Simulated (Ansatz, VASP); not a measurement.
## SnPbF in VASP and in Ansatz

```xyz
6
Lattice="3.9269 0.0000 0.0000 0.0000 3.9269 0.0000 0.0000 0.0000 9.1195" Properties=species:S:1:pos:R:3 pbc="T T T"
Pb    0.0000    1.9634    1.6298
Pb    1.9634    0.0000    7.4897
F     0.0000    0.0000    0.0000
F     1.9634    1.9634    0.0000
Sn    0.0000    1.9634    5.3512
Sn    1.9634    0.0000    3.7683
```

Alike in both runs: functional PBE; k mesh 5 × 5 × 3; no spin polarisation.

Ansatz relaxed the structure, and its values are those at the end. VASP's run is a single point on that final structure, the one shown.

|  | VASP | Ansatz |
| --- | --- | --- |
| version | VASP 6.6.1 | Ansatz 0.2.0 |
| potentials or method | VASP PAW PBE potentials, release 64 (Pb_d, F, Sn_d), cutoff 520 eV | PAW plane waves |
| occupations | fermi-dirac, width 0.1 eV | fermi-dirac |
| valence electrons in the cell | 70 | 70 |

VASP gave:

| Item | Value |
| --- | --- |
| gap on the k mesh at the Fermi level (eV) | none |
| pressure (GPa) | -0.1 |

Task: Which values does Ansatz return?

Result: gap on the k mesh at the Fermi level (eV): none; pressure (GPa): 0.0.

A gap of «none» marks a metal or a gap that the smearing closes.

Neither program's run includes spin-orbit coupling.
